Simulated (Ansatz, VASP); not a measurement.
**BaTiO3 in VASP and in Ansatz**

INCAR

```
SYSTEM = BaTiO3
PREC = Accurate ; ENCUT = 520
EDIFF = 1E-6 ; ISMEAR = 0
SIGMA = 0.05 ; LREAL = .False.
LASPH = .True. ; NELM = 150
ALGO = Normal ; ISIF = 2
LWAVE = .False. ; LCHARG = .False.
LMAXMIX = 4 ; LDAU = .True.
LDAUTYPE = 2 ; LDAUL = -1 2 -1
LDAUU = 0 4 0 ; LDAUJ = 0 0 0
LDAUPRINT = 1 ; GGA = PE
NBANDS = 28
```

KPOINTS

```
regular mesh
0
Gamma
  6 6 6
  0 0 0
```

POSCAR

```
BaTiO3
1.0
    2.8174665038      1.6266650444      2.3108627746
   -2.8174665038      1.6266650444      2.3108627746
    0.0000000000     -3.2533300889      2.3108627746
Ba Ti O
1 1 3
Direct
    0.0026800181      0.0026800181      0.0026800181
    0.5127992509      0.5127992509      0.5127992509
    0.4903227049      0.4903227049      0.9825753212
    0.4903227049      0.9825753212      0.4903227049
    0.9825753212      0.4903227049      0.4903227049
```

Input for Ansatz:

```yaml
crystal:
  lattice:
    - [2.8174665038, 1.6266650444, 2.3108627746]
    - [-2.8174665038, 1.6266650444, 2.3108627746]
    - [0.0, -3.2533300889, 2.3108627746]
  atoms:
    - { symbol: Ba, position: [0.0026800181, 0.0026800181, 0.0026800181] }
    - { symbol: Ti, position: [0.5127992509, 0.5127992509, 0.5127992509] }
    - { symbol: O, position: [0.4903227049, 0.4903227049, 0.9825753212] }
    - { symbol: O, position: [0.4903227049, 0.9825753212, 0.4903227049] }
    - { symbol: O, position: [0.9825753212, 0.4903227049, 0.4903227049] }
basis:
  ecutwfc: 420
kpoints:
  mp_grid: { grid: [6, 6, 6] }
hamiltonian:
  xc: pbe
  hubbard: { sites: [{ species: Ti, l: d, u_eff: 4.0 }] }
scf:
  occupations: { method: gaussian, width: 0.05 }
output:
  forces: true
  stress: true
  eigenvalues: true
```

Change from the starting cell: strain -0.015 along x and y, -0.015 along z, atoms carried along.

Alike in both runs: task single point; functional PBE; k mesh 6 × 6 × 6; occupations gaussian, width 0.05 eV; no spin polarisation; Hubbard terms Ti d U = 4.0 eV.

|  | VASP | Ansatz |
| --- | --- | --- |
| version | VASP 6.6.1 | Ansatz 0.2.0 |
| potentials or method | VASP PAW PBE potentials, release 64 (Ba_sv, Ti_sv, O), cutoff 520 eV | scalar-relativistic, plane waves, PAW |
| valence electrons in the cell | 40 | 40 |

Ansatz gave:

- gap on the k mesh at the Fermi level (eV): 2.78
- least direct gap on the mesh (eV): 3.13
- pressure (GPa): 7.8
- traceless stress, the component that is largest in VASP (GPa): -0.30
- rms of the force components (eV/Å): 0.181

Task: What did VASP give for the same quantities?

Result: gap on the k mesh at the Fermi level (eV): 2.74; least direct gap on the mesh (eV): 3.12; pressure (GPa): 11.8; traceless stress, the component that is largest in VASP (GPa): -0.62; rms of the force components (eV/Å): 0.423.

The programs project onto different local orbitals, so the same U acts differently, and such runs can settle in different states. Atom by atom the forces differ by 0.243 eV/Å (rms over components).

Neither program's run includes spin-orbit coupling.
